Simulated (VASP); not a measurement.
Input of a VASP 6.6.1 run:

The input INCAR:

```
PREC     = Accurate       # precision mode
ENCUT    = 520            # plane-wave cutoff, eV
EDIFF    = 1E-7           # SCF threshold, eV
ISMEAR   = 0              # smearing method
SIGMA    = 0.02           # smearing width, eV
LREAL    = F              # projectors in reciprocal space
LASPH    = T              # aspherical terms in the spheres
NELM     = 80             # most SCF steps
ALGO     = Normal         # electronic algorithm
ISIF     = 2              # what is computed and relaxed
LWAVE    = F              # write WAVECAR
LCHARG   = T              # write CHGCAR
GGA      = PE             # functional
LELF     = T              # ELF
LVHAR    = T            
NBANDS   = 31             # bands
```

Contents of KPOINTS:

```
Automatic mesh
0
Gamma
  10 10 10
```

POSCAR

```
BeZn2Se3
1.0
   -1.9918292531      1.9918292531      8.5618131731
    1.9918292531     -1.9918292531      8.5618131731
    1.9918292531      1.9918292531     -8.5618131731
Be Zn Se
1 2 3
Direct
    0.5000000000      0.5000000000      0.0000000000
    0.8384670069      0.8384670069      0.0000000000
    0.1615329931      0.1615329931      0.0000000000
    0.4277495552      0.9277495552      0.5000000000
    0.0722504448      0.5722504448      0.5000000000
    0.7500000000      0.2500000000      0.5000000000
```

Potentials or basis: VASP PAW PBE potentials, release 64 (Be, Zn, Se).

Run with:

```sh
$ cat potpaw_PBE.64/Be/POTCAR potpaw_PBE.64/Zn/POTCAR potpaw_PBE.64/Se/POTCAR > POTCAR
$ mpirun -np 1 vasp_std > vasp.out
```

Problem. What does it give for the band gap on the k mesh?

Solution. 1.58 eV.

Problem. Estimate the largest force.

Solution. 0.012 eV/Å.

Problem. Estimate the pressure.

Solution. -3.0 GPa.

Forces on the atoms (eV/Å):
```
Be   0.000  0.000  0.000
Zn   0.000  0.000  0.001
Zn   0.000  0.000 -0.001
Se   0.000  0.000  0.012
Se   0.000  0.000 -0.012
Se   0.000  0.000  0.000
```

Caveat: the cell stands under tension. A k mesh can miss the band edges.
